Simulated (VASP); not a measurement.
LiCl, 2 atoms in the cell. The structure is cubic, space group Fm-3m (No. 225). Conventional cell: a = 5.130 Å, b = 5.130 Å, c = 5.130 Å, α = 90.00°, β = 90.00°, γ = 90.00°. Cl (site symmetry m-3m) has 6 Li at 2.56 Å within 3.4 Å. Within 3.4 Å of Li (site symmetry m-3m) lie 6 Cl at 2.56 Å. 

* Program: VASP 6.6.1
* Task: single point
* Functional: PBE0
* Potentials or basis: VASP PAW PBE potentials, release 64 (Cl, Li_sv)
* Cutoff: 520 eV
* k mesh: 6 × 6 × 6
* Occupations: fermi-dirac, width 0.05 eV
* Spin: no spin polarisation
* Dipole correction: no
* Grid for exact exchange (PRECFOCK): Normal
* Further INCAR settings: ALGO = Normal; EDIFF = 1e-07; NBANDS = 12
* Share of exact exchange: 0.25

Potentials or basis: VASP PAW PBE potentials, release 64 (Cl, Li_sv).

Run with:

```sh
$ cat potpaw_PBE.64/Cl/POTCAR potpaw_PBE.64/Li_sv/POTCAR > POTCAR
$ cp INCAR.step1 INCAR
$ mpirun -np 1 vasp_std > vasp.out
$ cp INCAR.step2 INCAR
$ mpirun -np 1 vasp_std > vasp.out
```

Hardware: 1 thread of AMD EPYC 7R43 64-Core Processor (Zen 3), with other jobs on the host.

Task: Estimate the wall time of this run.

Result: It took 17 min on 1 thread of AMD EPYC 7R43 64-Core Processor (Zen 3), with other jobs on the host, peak memory 0.13 GiB. Counts: k points 16.
